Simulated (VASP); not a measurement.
Input of a VASP 6.6.1 run:

The input INCAR:

```
SYSTEM = HPbNO4
ALGO = Normal
EDIFF = 1E-6
ENCUT = 1340
GGA = PS
GGA_COMPAT = .FALSE.
ISIF = 2
ISMEAR = -1
IVDW = 12
LASPH = .TRUE.
LCHARG = .TRUE.
LELF = .TRUE.
LREAL = .FALSE.
LVHAR = .TRUE.
LWAVE = .FALSE.
NBANDS = 57
NELM = 120
PREC = Accurate
SIGMA = 0.05
```

The input KPOINTS:

```
k-points
0
G
  5 4 3
  0 0 0
```

The input POSCAR:

```
HPbNO4
1.0
    3.8245576725     -0.0014553674     -0.0112609804
    0.0029797094      6.2706202125      0.1522084204
    0.0246709798      3.2497509570      7.5194633885
H Pb N O
2 2 2 8
Direct
    0.9244457415      0.2159494827      0.4738019413
    0.4244281770      0.7840507057      0.5261931663
    0.4301619605      0.2962694706      0.7144561114
    0.9302844279      0.7037268161      0.2855405746
    0.6125563448      0.2111722882      0.2076792667
    0.1123755218      0.7888371687      0.7923131458
    0.9354900243      0.3244043800      0.5345009608
    0.5105245707      0.4065671532      0.1937669424
    0.4924644932      0.1196073852      0.1105488589
    0.8446248709      0.0988618006      0.3244530881
    0.4355038950      0.6755933162      0.4654958036
    0.0103724470      0.5934259902      0.8062519250
   -0.0077737400      0.8804062039      0.8894459271
    0.3445412655      0.9011278388      0.6755522880
```

Potentials or basis: VASP PAW PBE potentials, release 64 (H_h, Pb_d, N_h, O_h).

Run with:

```bash
$ cat potpaw_PBE.64/H_h/POTCAR potpaw_PBE.64/Pb_d/POTCAR potpaw_PBE.64/N_h/POTCAR potpaw_PBE.64/O_h/POTCAR > POTCAR
$ mpirun -np 1 vasp_std > vasp.out
```

(1) Predict the pressure.

(2) Predict the dispersion energy per atom.

(3) What does it give for the largest force?

(4) Estimate the band gap on the k mesh.

Results:

(1) 0.0 GPa.

(2) -0.093 eV.

(3) 0.091 eV/Å.

(4) 3.08 eV (least direct gap 3.22 eV).

Caveat: the PAW data sets were made with another functional, which shifts forces and pressure a little; spin-orbit coupling is left out, which moves the levels of the heavy elements.
